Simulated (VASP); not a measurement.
A run of VASP 6.6.1:

The input INCAR:

```
SYSTEM = Ni
ALGO     = Normal         ! electronic algorithm
EDIFF    = 1E-6           ! SCF threshold, eV
ENCUT    = 520            ! plane-wave cutoff, eV
GGA      = PE             ! functional
ISIF     = 2              ! what is computed and relaxed
ISMEAR   = -1             ! smearing method
ISPIN    = 2              ! spin polarisation
LASPH    = .TRUE.         ! aspherical terms in the spheres
LCHARG   = .FALSE.        ! write CHGCAR
LMAXMIX  = 4              ! l up to which the mixer works
LORBIT   = 11             ! projections on sites
LREAL    = .FALSE.        ! projectors in reciprocal space
LWAVE    = .FALSE.        ! write WAVECAR
MAGMOM   = 0.7            ! initial moments
NBANDS   = 15             ! bands
NELM     = 150            ! most SCF steps
PREC     = Accurate       ! precision mode
SIGMA    = 0.05           ! smearing width, eV
```

File KPOINTS:

```
k-points
0
G
  13 13 13
  0 0 0
```

Contents of POSCAR:

```
Ni
1.0
    0.0000000000      1.7324120000      1.7324120000
    1.7324120000      0.0000000000      1.7324120000
    1.7324120000      1.7324120000      0.0000000000
Ni
1
Direct
    0.0000000000      0.0000000000      0.0000000000
```

Potentials or basis: VASP PAW PBE potentials, release 64 (Ni).

Run with:

```bash
$ cat potpaw_PBE.64/Ni/POTCAR > POTCAR
$ mpirun -np 1 vasp_std > vasp.out
```

Hardware: 1 thread of Intel Xeon 6975P-C, with other jobs on the host.

**Question.** Estimate the wall time of this run.

**Answer.** Run time: 19 s on 1 thread of Intel Xeon 6975P-C (shared host), peak memory 0.14 GiB. Counts: scf iterations 13, k points 84.
